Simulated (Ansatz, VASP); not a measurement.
**One calculation of Zr, two programs**

```xyz
2
Lattice="0.0000 3.1558 3.1558 3.1558 0.0000 3.1558 3.1558 3.1558 0.0000" Properties=species:S:1:pos:R:3 pbc="T T T"
Zr    0.7890    0.7890    0.7890
Zr    5.5227    5.5227    5.5227
```

Alike in both runs: task relaxation of cell and atoms; functional LDA; k mesh 9 × 9 × 9; occupations fermi-dirac, width 0.1 eV; no spin polarisation.

|  | VASP | Ansatz |
| --- | --- | --- |
| version | VASP 6.6.1 | Ansatz 0.2.0 |
| potentials or method | VASP PAW LDA potentials, release 64 (Zr_sv), cutoff 600 eV | plane waves (420 eV) with PAW, scalar-relativistic |
| valence electrons in the cell | 24 | 24 |

|  | VASP | Ansatz | Ansatz less VASP |
| --- | --- | --- | --- |
| relaxed volume (Å³/atom) | 27.82 | 27.74 | -0.087 |
| relaxed cell length with the largest relative difference (Å) | 4.285 | 4.281 | -0.0045 |

Ansatz warns that its potentials were made for another functional, while VASP's fit it. LDA's correlation is that of Perdew and Zunger in VASP and of Perdew and Wang (1992) in Ansatz.
